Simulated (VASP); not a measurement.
Input of a VASP 6.6.1 run:

Contents of INCAR:

```
  ALGO = Normal
  EDIFF = 1E-6
  ENCUT = 600
  GGA = RP
  GGA_COMPAT = F
  ISIF = 2
  ISMEAR = 0
  LASPH = T
  LCHARG = F
  LREAL = F
  LWAVE = F
  NBANDS = 11
  NELM = 120
  PREC = Accurate
  SIGMA = 0.02
```

Contents of KPOINTS:

```
k-points
0
Gamma
  12 12 12
```

Contents of POSCAR:

```
BN
1.0
    0.0000000000      1.8216386547      1.8216386547
    1.8216386547      0.0000000000      1.8216386547
    1.8216386547      1.8216386547      0.0000000000
B N
1 1
Direct
    0.0000000000      0.0000000000      0.0000000000
    0.2500000000      0.2500000000      0.2500000000
```

Potentials or basis: VASP PAW PBE potentials, release 64 (B, N).

Run with:

```sh
$ cat potpaw_PBE.64/B/POTCAR potpaw_PBE.64/N/POTCAR > POTCAR
$ mpirun -np 1 vasp_std > vasp.out
```

(1) Estimate the band gap on the k mesh.

(2) Predict the pressure.

Results:

(1) 4.47 eV (least direct gap 8.76 eV).

(2) 0.2 GPa.

Caveat: the PAW data sets were made with another functional, which shifts forces and pressure a little.
